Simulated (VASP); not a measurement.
# AlNi (P4/mmm) in VASP: further runs

The runs below take AlNi through single point, with PBEsol.

Program: VASP 6.6.1. These are calculated values, not measurements. Logs are shortened: lines on timing, memory, paths and dates and some standing lists are left out, and cuts for length are marked.

**1. The cell of the first run**

It takes space group P4/mmm (No. 123, tetragonal). Conventional cell: a = 2.881 Å, b = 2.881 Å, c = 2.823 Å, α = 90.00°, β = 90.00°, γ = 90.00°. Within 3.3 Å of Ni (site symmetry 4/mmm) lie 8 Al at 2.48 Å and 6 Ni at 2.82 to 2.88 Å. Al (site symmetry 4/mmm) has 8 Ni at 2.48 Å and 6 Al at 2.82 to 2.88 Å within 3.3 Å.

**2. Single point, PBEsol, collinear spin, ferromagnetic start**

File INCAR:

```
SYSTEM = AlNi
  ALGO = Normal
  EDIFF = 1E-6
  ENCUT = 520
  GGA = PS
  ISIF = 2
  ISMEAR = -1
  ISPIN = 2
  LASPH = .True.
  LCHARG = .False.
  LMAXMIX = 4
  LORBIT = 11
  LREAL = .False.
  LWAVE = .False.
  MAGMOM = 1 0
  NBANDS = 18
  NELM = 150
  PREC = Accurate
  SIGMA = 0.05
```

File KPOINTS:

```
k-points
0
Gamma
  8 8 8
  0 0 0
```

File POSCAR:

```
AlNi
1.0
    2.8810000000      0.0000000000      0.0000000000
    0.0000000000      2.8810000000      0.0000000000
    0.0000000000      0.0000000000      2.8233800000
Ni Al
1 1
Direct
    0.5000000000      0.5000000000      0.5000000000
    0.0000000000      0.0000000000      0.0000000000
```

Potentials or basis: VASP PAW PBE potentials, release 64 (Ni, Al).

Command:

```bash
cat potpaw_PBE.64/Ni/POTCAR potpaw_PBE.64/Al/POTCAR > POTCAR
mpirun -np 1 vasp_std > vasp.out
```

OUTCAR:

```text
SYSTEM = AlNi
   EDIFF = 1E-6
   ENCUT = 520
   GGA = PS
   ISIF = 2
   ISMEAR = -1
   ISPIN = 2
   LASPH = .True.
   LORBIT = 11
   LREAL = .False.
   NELM = 150
   PREC = Accurate

 ion  position               nearest neighbor table
   1  0.500  0.500  0.500-   2 2.48   2 2.48   2 2.48   2 2.48   2 2.48   2 2.48   2 2.48   2 2.48

   2  0.000  0.000  0.000-   1 2.48   1 2.48   1 2.48   1 2.48   1 2.48   1 2.48   1 2.48   1 2.48

  LATTYP: Found a simple tetragonal cell.
 ALAT       =     2.8810000000
 C/A-ratio  =     0.9800000000

  Lattice vectors:

 A1 = (   2.8810000000,   0.0000000000,   0.0000000000)
 A2 = (   0.0000000000,   2.8810000000,   0.0000000000)
 A3 = (   0.0000000000,   0.0000000000,   2.8233800000)

Analysis of symmetry for initial positions (statically):
=====================================================================
 Subroutine PRICEL returns:
 Original cell was already a primitive cell.

 Routine SETGRP: Setting up the symmetry group for a
 simple tetragonal supercell.

 Subroutine GETGRP returns: Found 16 space group operations
 (whereof 16 operations were pure point group operations)
 out of a pool of 16 trial point group operations.

The static configuration has the point symmetry D_4h.

Analysis of symmetry for dynamics (positions and initial velocities):
=====================================================================
 Subroutine PRICEL returns:
 Original cell was already a primitive cell.

 Routine SETGRP: Setting up the symmetry group for a
 simple tetragonal supercell.

 Subroutine GETGRP returns: Found 16 space group operations
 (whereof 16 operations were pure point group operations)
 out of a pool of 16 trial point group operations.

The dynamic configuration has the point symmetry D_4h.

Analysis of structural, dynamic, and magnetic symmetry:
=====================================================================
 Subroutine PRICEL returns:
 Original cell was already a primitive cell.

 Routine SETGRP: Setting up the symmetry group for a
 simple tetragonal supercell.

 Subroutine GETGRP returns: Found 16 space group operations
 (whereof 16 operations were pure point group operations)
 out of a pool of 16 trial point group operations.

The overall configuration has the point symmetry D_4h.

 Subroutine INISYM returns: Found 16 space group operations
 (whereof 16 operations are pure point group operations),
 and found     1 'primitive' translations

----------------------------------------------------------------------------------------

                                     Primitive cell

  volume of cell :      23.4345

  direct lattice vectors                    reciprocal lattice vectors
     2.881000000  0.000000000  0.000000000     0.347101701  0.000000000  0.000000000
     0.000000000  2.881000000  0.000000000     0.000000000  0.347101701  0.000000000
     0.000000000  0.000000000  2.823380000     0.000000000  0.000000000  0.354185409

  length of vectors
     2.881000000  2.881000000  2.823380000     0.347101701  0.347101701  0.354185409

  position of ions in fractional coordinates (direct lattice)
     0.500000000  0.500000000  0.500000000
     0.000000000  0.000000000  0.000000000

  ion indices of the primitive-cell ions
   primitive index   ion index
                 1           1
                 2           2

----------------------------------------------------------------------------------------

 KPOINTS: k-points

Automatic generation of k-mesh.
 Grid dimensions read from file:
 generate k-points for:    8    8    8

 Generating k-lattice:

  Cartesian coordinates                     Fractional coordinates (reciprocal lattice)
     0.043387713  0.000000000  0.000000000     0.125000000  0.000000000  0.000000000
     0.000000000  0.043387713  0.000000000     0.000000000  0.125000000  0.000000000
     0.000000000  0.000000000  0.044273176     0.000000000  0.000000000  0.125000000

  Length of vectors
     0.043387713  0.043387713  0.044273176

  Shift w.r.t. Gamma in fractional coordinates (k-lattice)
[... 43 lines left out ...]
 spin polarized calculation
  energy-cutoff  :      520.00
  volume of cell :       23.43
 maximum number of plane-waves:       645
 NGX is ok and might be reduce to    24
   NGX = 11   NGY = 11   NGZ = 11

 number of electron      13.0000009 magnetization      -0.0022204

 number of electron      13.0000009 magnetization       0.0009018

 Free energy of the ion-electron system (eV)
  ---------------------------------------------------
  ext. energy  EPLUGINS =         0.00000000
  ---------------------------------------------------
  free energy    TOTEN  =       -11.58415062 eV

  energy without entropy =      -11.57404653  energy(sigma->0) =      -11.57909857

 E-fermi :  10.0901     XC(G=0): -12.2644

 val. band max:       10.0868426302   @ k =   0.3750   0.2500   0.1250
 cond. band min:      10.0961349933   @ k =   0.3750   0.1250   0.2500
 fundamental gap:      0.0092923631
 Fermi energy:        10.0901308757

 spin component 1

 k-point     1 :       0.0000    0.0000    0.0000
  band No.  band energies     occupation
      1      -1.1139      1.00000
      2       6.8243      1.00000
      3       6.8281      1.00000
      4       8.5430      1.00000
      5       8.5954      1.00000
      6       8.5954      1.00000
[... 10 lines left out ...]
     17      33.5220      0.00000
     18      34.0415      0.00000
[... 463 lines left out ...]
 k-point    24 :       0.5000    0.1250    0.1250
  band No.  band energies     occupation
      1       3.4657      1.00000
      2       3.8110      1.00000
      3       7.4334      1.00000
      4       7.5691      1.00000
      5       8.1040      1.00000
      6       8.4596      1.00000
[... 10 lines left out ...]
     17      33.6497      0.00000
     18      34.8089      0.00000

 [... further k-points ...]

 spin component 2

 k-point     1 :       0.0000    0.0000    0.0000
  band No.  band energies     occupation
      1      -1.1140      1.00000
      2       6.8257      1.00000
      3       6.8300      1.00000
      4       8.5443      1.00000
      5       8.5966      1.00000
      6       8.5966      1.00000
[... 10 lines left out ...]
     17      33.5218      0.00000
     18      34.0412      0.00000
[... 463 lines left out ...]
 k-point    24 :       0.5000    0.1250    0.1250
  band No.  band energies     occupation
      1       3.4656      1.00000
      2       3.8111      1.00000
      3       7.4353      1.00000
      4       7.5701      1.00000
      5       8.1050      1.00000
      6       8.4608      1.00000
[... 10 lines left out ...]
     17      33.6498      0.00000
     18      34.8088      0.00000

 [... further k-points ...]
[... 5 lines left out ...]
  --------------------------------------------------------------------------------------
  -------------------------------------------------------------------------------------
  Total        0.0281182      0.0281182      0.1823690      0.0000000      0.0000000      0.0000000
  in kB        1.9223953      1.9223953     12.4682570      0.0000000      0.0000000      0.0000000
  external PRESSURE =       5.4376825 kB  Pullay stress =       0.0000000 kB

 VOLUME and BASIS-vectors are now :
 -----------------------------------------------------------------------------
  energy-cutoff  :      520.00
  volume of cell :       23.43
      direct lattice vectors                 reciprocal lattice vectors
     2.881000000  0.000000000  0.000000000     0.347101701  0.000000000  0.000000000
     0.000000000  2.881000000  0.000000000     0.000000000  0.347101701  0.000000000
     0.000000000  0.000000000  2.823380000     0.000000000  0.000000000  0.354185409

 POSITION                                       TOTAL-FORCE (eV/Angst)
 -----------------------------------------------------------------------------------
      1.44050      1.44050      1.41169         0.000000      0.000000      0.000000
      0.00000      0.00000      0.00000         0.000000      0.000000      0.000000
 -----------------------------------------------------------------------------------
    total drift:                                0.000000      0.000000     -0.000000

  FREE ENERGIE OF THE ION-ELECTRON SYSTEM (eV)
  ---------------------------------------------------
  free  energy   TOTEN  =       -11.5841506171 eV

  energy  without entropy=      -11.5740465262  energy(sigma->0) =      -11.57909857

 total charge

# of ion       s       p       d       tot
------------------------------------------
    1        0.487   0.537   8.488   9.512
    2        0.385   0.423   0.000   0.808
--------------------------------------------------
tot          0.872   0.961   8.488  10.321

 magnetization (x)

# of ion       s       p       d       tot
------------------------------------------
    1        0.000   0.000   0.001   0.001
    2       -0.000   0.000   0.000   0.000
--------------------------------------------------
tot          0.000   0.000   0.001   0.001
```

Wall time 56 s (1 thread of Intel Xeon 8259CL, shared host); peak memory 0.18 GiB.

What came out:

* Free energy: -11.5842 eV
* Pressure: 0.5 GPa
* Net moment: 0.00 μB per cell
* Valence electrons inside the program's atomic spheres: Ni 9.51; Al 0.81

Levels at points of the mesh, in eV from the Fermi level:
Spin up:
```csv
k point,band 5,band 6,band 7,band 8,band 9,band 10
"(0.00, 0.00, 0.00)",-1.49,-1.49,5.42,5.42,6.15,8.21
"(0.50, 0.00, 0.00)",-2.16,-1.41,-0.63,8.39,9.91,10.60
"(0.50, 0.50, 0.00)",-2.01,-2.01,-0.99,1.44,2.55,12.94
"(0.00, 0.00, 0.50)",-2.28,-1.44,-0.49,8.40,9.99,9.99
"(0.50, 0.00, 0.50)",-2.11,-2.08,-0.96,1.64,2.73,12.43
"(0.50, 0.50, 0.50)",-0.92,2.03,2.03,2.07,3.99,4.50
```
Spin down:
```csv
k point,band 3,band 4,band 5,band 6,band 7,band 8,band 9,band 10,band 11,band 12
"(0.00, 0.00, 0.00)",-3.26,-1.55,-1.49,-1.49,5.42,5.42,6.15,8.21,8.35,14.19
"(0.50, 0.00, 0.00)",-2.79,-2.27,-2.16,-1.41,-0.63,8.39,9.91,10.60,10.91,11.52
"(0.50, 0.50, 0.00)",-2.95,-2.95,-2.01,-2.01,-0.99,1.44,2.55,12.94,15.66,15.66
"(0.00, 0.00, 0.50)",-2.74,-2.28,-2.28,-1.44,-0.49,8.40,9.99,9.99,11.12,11.12
"(0.50, 0.00, 0.50)",-2.86,-2.76,-2.11,-2.08,-0.96,1.64,2.73,12.43,15.12,15.33
"(0.50, 0.50, 0.50)",-4.12,-0.96,-0.92,2.03,2.03,2.07,3.99,4.50,4.71,4.71
```

Caveat: the PAW data sets were made with another functional, which shifts forces and pressure a little.

**3. Single point, PBEsol, collinear spin, ferromagnetic start**

This run uses another cell than the first one, of 11.84 Å³/atom, 1.010 times its volume.

File INCAR:

```
SYSTEM = AlNi
  ALGO = Normal
  EDIFF = 1E-7
  ENCUT = 520
  GGA = PS
  ISIF = 2
  ISMEAR = -1
  ISPIN = 2
  LASPH = .TRUE.
  LCHARG = .FALSE.
  LMAXMIX = 4
  LORBIT = 11
  LREAL = .FALSE.
  LWAVE = .FALSE.
  MAGMOM = 1 0
  NBANDS = 18
  NELM = 150
  PREC = Accurate
  SIGMA = 0.05
```

File KPOINTS:

```
k-points
0
G
  8 8 8
  0 0 0
```

Changes to POSCAR since step 2:

```diff
@@ -4,3 +4,3 @@
     0.0000000000      2.8810000000      0.0000000000
-    0.0000000000      0.0000000000      2.8233800000
+    0.0000000000      0.0000000000      2.8521900000
 Ni Al
```

Potentials or basis: VASP PAW PBE potentials, release 64 (Ni, Al).

Command:

```bash
cat potpaw_PBE.64/Ni/POTCAR potpaw_PBE.64/Al/POTCAR > POTCAR
mpirun -np 1 vasp_std > vasp.out
```

Run time: 74 s. Hardware: 1 thread of Intel Xeon 8259CL, shared host; peak memory 0.18 GiB.

Results (log left out):

- Free energy: -11.5842 eV
- Pressure: -1.3 GPa
- Net moment: 0.00 μB per cell
- Valence electrons inside the program's atomic spheres: Ni 9.49; Al 0.80

Stress tensor (GPa, compression positive):
```
-1.50  0.00  0.00
 0.00 -1.50  0.00
 0.00  0.00 -0.99
```

Levels at points of the mesh, in eV from the Fermi level:
Spin up:
```
           k point  band 4  band 5  band 6  band 7  band 8  band 9  band 10  band 11
(0.00, 0.00, 0.00)   -1.51   -1.48   -1.48    5.49    5.49    5.86     8.21     8.29
(0.50, 0.00, 0.00)   -2.22   -2.17   -1.40   -0.60    8.38    9.99    10.33    10.94
(0.50, 0.50, 0.00)   -2.88   -2.01   -2.01   -0.97    1.49    2.56    12.64    15.43
(0.00, 0.00, 0.50)   -2.23   -2.23   -1.41   -0.53    8.39   10.03    10.03    11.05
(0.50, 0.00, 0.50)   -2.78   -2.06   -2.04   -0.95    1.58    2.65    12.39    15.16
(0.50, 0.50, 0.50)   -0.94   -0.92    2.04    2.04    2.06    3.89     4.52     4.63
```
Spin down:
```tsv
k point	band 3	band 4	band 5	band 6	band 7	band 8	band 9	band 10	band 11	band 12
(0.00, 0.00, 0.00)	-3.21	-1.51	-1.48	-1.48	5.49	5.49	5.86	8.21	8.29	13.99
(0.50, 0.00, 0.00)	-2.74	-2.22	-2.17	-1.40	-0.60	8.38	9.99	10.33	10.94	11.24
(0.50, 0.50, 0.00)	-2.88	-2.88	-2.01	-2.01	-0.97	1.49	2.56	12.64	15.43	15.43
(0.00, 0.00, 0.50)	-2.72	-2.23	-2.23	-1.41	-0.53	8.39	10.03	10.03	11.05	11.05
(0.50, 0.00, 0.50)	-2.83	-2.78	-2.06	-2.04	-0.95	1.58	2.65	12.39	15.16	15.26
(0.50, 0.50, 0.50)	-4.07	-0.94	-0.92	2.04	2.04	2.06	3.89	4.52	4.63	4.63
```

Caveat: the PAW data sets were made with another functional, which shifts forces and pressure a little.

**4. Single point, PBEsol, collinear spin, ferromagnetic start**

This run uses another cell than the first one, of 12.08 Å³/atom, 1.031 times its volume.

File INCAR:

```
SYSTEM = AlNi
  PREC = Accurate
  ENCUT = 520
  EDIFF = 1E-6
  ISMEAR = -1
  SIGMA = 0.05
  LREAL = .False.
  LASPH = .True.
  NELM = 150
  ALGO = Normal
  ISIF = 2
  LWAVE = .False.
  LCHARG = .True.
  ISPIN = 2
  MAGMOM = 1 0
  LORBIT = 11
  LMAXMIX = 4
  GGA = PS
  LELF = .True.
  LVHAR = .True.
  NBANDS = 18
```

File KPOINTS:

```
regular mesh
0
Gamma
  8 8 8
  0 0 0
```

Changes to POSCAR since step 3:

```diff
@@ -4,3 +4,3 @@
     0.0000000000      2.8810000000      0.0000000000
-    0.0000000000      0.0000000000      2.8521900000
+    0.0000000000      0.0000000000      2.9098100000
 Ni Al
```

Command:

```bash
cat potpaw_PBE.64/Ni/POTCAR potpaw_PBE.64/Al/POTCAR > POTCAR
mpirun -np 1 vasp_std > vasp.out
```

It took 63 s on 1 thread of Intel Xeon 8259CL, shared host; peak memory 0.18 GiB.

Results (log left out):

```
Free energy                                           : -11.5755 eV
Pressure                                              : -4.5 GPa
Net moment                                            : 0.00 μB per cell
Valence electrons inside the program's atomic spheres : Ni 9.46; Al 0.79
```

Stress tensor (GPa, compression positive):
```
-4.35  0.00  0.00
 0.00 -4.35  0.00
 0.00  0.00 -4.71
```

Levels at points of the mesh, in eV from the Fermi level:
Spin up:
```tsv
k point	band 3	band 4	band 5	band 6	band 7	band 8	band 9	band 10	band 11	band 12
(0.00, 0.00, 0.00)	-3.12	-1.46	-1.46	-1.44	5.30	5.65	5.65	8.14	8.23	13.63
(0.50, 0.00, 0.00)	-2.64	-2.18	-2.13	-1.37	-0.55	8.36	9.81	10.14	10.72	11.01
(0.50, 0.50, 0.00)	-2.73	-2.73	-2.00	-2.00	-0.92	1.58	2.58	12.10	14.99	14.99
(0.00, 0.00, 0.50)	-2.67	-2.13	-2.13	-1.35	-0.61	8.36	10.10	10.10	10.91	10.91
(0.50, 0.00, 0.50)	-2.82	-2.77	-1.97	-1.96	-0.94	1.48	2.50	12.34	15.15	15.25
(0.50, 0.50, 0.50)	-3.97	-0.91	-0.89	2.05	2.07	2.07	3.72	4.47	4.47	4.57
```
Spin down:
```csv
k point,band 4,band 5,band 6,band 7,band 8,band 9,band 10,band 11
"(0.00, 0.00, 0.00)",-1.46,-1.46,-1.44,5.30,5.65,5.65,8.14,8.23
"(0.50, 0.00, 0.00)",-2.18,-2.13,-1.37,-0.55,8.36,9.81,10.14,10.72
"(0.50, 0.50, 0.00)",-2.73,-2.00,-2.00,-0.92,1.58,2.58,12.10,14.99
"(0.00, 0.00, 0.50)",-2.13,-2.13,-1.35,-0.61,8.36,10.10,10.10,10.91
"(0.50, 0.00, 0.50)",-2.77,-1.97,-1.96,-0.94,1.48,2.50,12.34,15.15
"(0.50, 0.50, 0.50)",-0.91,-0.89,2.05,2.07,2.07,3.72,4.47,4.47
```

Caveat: the PAW data sets were made with another functional, which shifts forces and pressure a little.

**5. Single point, PBEsol, collinear spin, ferromagnetic start**

This run uses another cell than the first one, of 12.20 Å³/atom, 1.041 times its volume.

File INCAR:

```
SYSTEM = AlNi
ALGO     = Normal         ! electronic algorithm
EDIFF    = 1E-6           ! SCF threshold, eV
ENCUT    = 520            ! plane-wave cutoff, eV
GGA      = PS             ! functional
ISIF     = 2              ! what is computed and relaxed
ISMEAR   = -1             ! smearing method
ISPIN    = 2              ! spin polarisation
LASPH    = .True.         ! aspherical terms in the spheres
LCHARG   = .True.         ! write CHGCAR
LELF     = .True.         ! ELF
LMAXMIX  = 4              ! l up to which the mixer works
LORBIT   = 11             ! projections on sites
LREAL    = .False.        ! projectors in reciprocal space
LVHAR    = .True.       
LWAVE    = .False.        ! write WAVECAR
MAGMOM   = 1 0            ! initial moments
NBANDS   = 18             ! bands
NELM     = 150            ! most SCF steps
PREC     = Accurate       ! precision mode
SIGMA    = 0.05           ! smearing width, eV
```

File KPOINTS:

```
k-points
0
Gamma
  8 8 8
  0 0 0
```

Changes to POSCAR since step 4:

```diff
@@ -4,3 +4,3 @@
     0.0000000000      2.8810000000      0.0000000000
-    0.0000000000      0.0000000000      2.9098100000
+    0.0000000000      0.0000000000      2.9386200000
 Ni Al
```

Command:

```bash
cat potpaw_PBE.64/Ni/POTCAR potpaw_PBE.64/Al/POTCAR > POTCAR
mpirun -np 1 vasp_std > vasp.out
```

Wall time 62 s (1 thread of Intel Xeon 8259CL, shared host); peak memory 0.18 GiB.

The run converged. Its results:

```
Free energy                                           : -11.5671 eV
Pressure                                              : -5.9 GPa
Net moment                                            : 0.00 μB per cell
Valence electrons inside the program's atomic spheres : Ni 9.44; Al 0.79
```

Stress tensor (GPa, compression positive):
```
-5.69  0.00  0.00
 0.00 -5.69  0.00
 0.00  0.00 -6.42
```

Levels at points of the mesh, in eV from the Fermi level:
Spin up:
```tsv
k point	band 3	band 4	band 5	band 6	band 7	band 8	band 9	band 10	band 11	band 12
(0.00, 0.00, 0.00)	-3.07	-1.45	-1.45	-1.40	5.03	5.72	5.72	8.06	8.24	13.47
(0.50, 0.00, 0.00)	-2.60	-2.19	-2.08	-1.35	-0.52	8.34	9.56	10.22	10.48	11.04
(0.50, 0.50, 0.00)	-2.66	-2.66	-2.00	-2.00	-0.90	1.62	2.59	11.84	14.78	14.78
(0.00, 0.00, 0.50)	-2.64	-2.08	-2.08	-1.32	-0.65	8.35	10.14	10.14	10.84	10.84
(0.50, 0.00, 0.50)	-2.84	-2.74	-1.93	-1.91	-0.93	1.44	2.42	12.31	15.09	15.29
(0.50, 0.50, 0.50)	-3.92	-0.91	-0.87	2.05	2.08	2.08	3.63	4.40	4.40	4.60
```
Spin down:
```
           k point  band 4  band 5  band 6  band 7  band 8  band 9  band 10  band 11
(0.00, 0.00, 0.00)   -1.45   -1.45   -1.40    5.03    5.72    5.72     8.06     8.24
(0.50, 0.00, 0.00)   -2.19   -2.08   -1.35   -0.52    8.34    9.56    10.22    10.48
(0.50, 0.50, 0.00)   -2.66   -2.00   -2.00   -0.90    1.62    2.59    11.84    14.78
(0.00, 0.00, 0.50)   -2.08   -2.08   -1.32   -0.65    8.35   10.14    10.14    10.84
(0.50, 0.00, 0.50)   -2.74   -1.93   -1.91   -0.93    1.44    2.42    12.31    15.09
(0.50, 0.50, 0.50)   -0.91   -0.87    2.05    2.08    2.08    3.63     4.40     4.40
```

Caveat: the PAW data sets were made with another functional, which shifts forces and pressure a little.

**6. Overview**

```csv
cell,gap on the mesh (eV),pressure (GPa),moment (μB)
"a = 2.881, b = 2.881, c = 2.823 Å, 2 atoms",none,0.5,0.00
"a = 2.881, b = 2.881, c = 2.852 Å, 2 atoms",none,-1.3,0.00
"a = 2.881, b = 2.881, c = 2.910 Å, 2 atoms",none,-4.5,0.00
"a = 2.881, b = 2.881, c = 2.939 Å, 2 atoms",none,-5.9,0.00
```

Alike in all rows: task single point; level PBEsol; potentials or basis VASP PAW PBE potentials, release 64 (Ni, Al); spin collinear, ferromagnetic start; k mesh 8 × 8 × 8; cutoff (eV) 520; smearing fermi-dirac 0.05 eV.

Caveats: the PAW data sets were made with another functional, which shifts forces and pressure a little.

Total energies depend on the potentials used, so only differences within one code and one set of settings carry meaning.
